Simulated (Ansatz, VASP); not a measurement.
ZnS in VASP and in Ansatz

The input POSCAR:

```
ZnS
1.0
    0.0000000000      2.7549938462      2.7549938462
    2.7549938462      0.0000000000      2.7549938462
    2.7549938462      2.7549938462      0.0000000000
Zn S
1 1
Direct
    0.7500000000      0.7500000000      0.7500000000
    0.0000000000      0.0000000000      0.0000000000
```

The input INCAR.step1:

```
PREC = Accurate
ENCUT = 520
EDIFF = 1E-5
ISMEAR = -1
SIGMA = 0.05
LREAL = False
LASPH = True
NELM = 80
ALGO = Normal
ISIF = 2
LWAVE = True
NBANDS = 16
GGA = PE
```

Contents of INCAR.step2:

```
PREC = Accurate
ENCUT = 520
EDIFF = 1E-6
ISMEAR = -1
SIGMA = 0.05
LREAL = False
LASPH = True
NELM = 80
ALGO = Normal
ISIF = 2
LWAVE = False
LCHARG = True
METAGGA = R2SCAN
LHFCALC = True
AEXX = 0.1
LMIXTAU = True
PRECFOCK = Normal
LELF = True
LVHAR = True
NBANDS = 16
ISTART = 1
```

KPOINTS

```
Automatic mesh
0
Gamma
  5 5 5
```

File input.yaml:

```yaml
crystal:
  lattice:
    - [0.0, 2.7549938462, 2.7549938462]
    - [2.7549938462, 0.0, 2.7549938462]
    - [2.7549938462, 2.7549938462, 0.0]
  atoms:
    - { symbol: Zn, position: [0.75, 0.75, 0.75] }
    - { symbol: S, position: [0.0, 0.0, 0.0] }
hamiltonian:
  xc: r2scanh
  pseudopotentials: { kind: paw }
kpoints:
  mp_grid: { grid: [5, 5, 5] }
scf:
  occupations: { method: fermi_dirac, width: 0.05 }
output:
  forces: true
  stress: true
  eigenvalues: true
  write_density: true
  write_potential: true
  elf: true
  volumetric_format: npy
```

Alike in both runs: task single point; functional r2SCANh; k mesh 5 × 5 × 5; occupations fermi-dirac, width 0.05 eV; no spin polarisation.

|  | VASP | Ansatz |
| --- | --- | --- |
| version | VASP 6.6.1 | Ansatz 0.2.0 |
| potentials or method | VASP PAW PBE potentials, release 64 (Zn, S) | Ansatz PAW |
| plane-wave cutoff (eV) | 520 | 500 |
| valence electrons in the cell | 18 | 18 |

VASP gave:

* gap on the k mesh at the Fermi level (eV): 3.07
* least direct gap on the mesh (eV): 3.07
* pressure (GPa): -4.5

Q: Estimate Ansatz's values.

A: gap on the k mesh at the Fermi level (eV): 3.06; least direct gap on the mesh (eV): 3.06; pressure (GPa): -4.5.

VASP's potentials were made for PBE, not for r2SCANh. The functional is the same, so the differences come from potentials, cutoffs and numerics.

Noted on Ansatz's run: odd divisions of the mesh miss points on the zone boundary, where band edges often lie, so the gap on the mesh can be too wide.
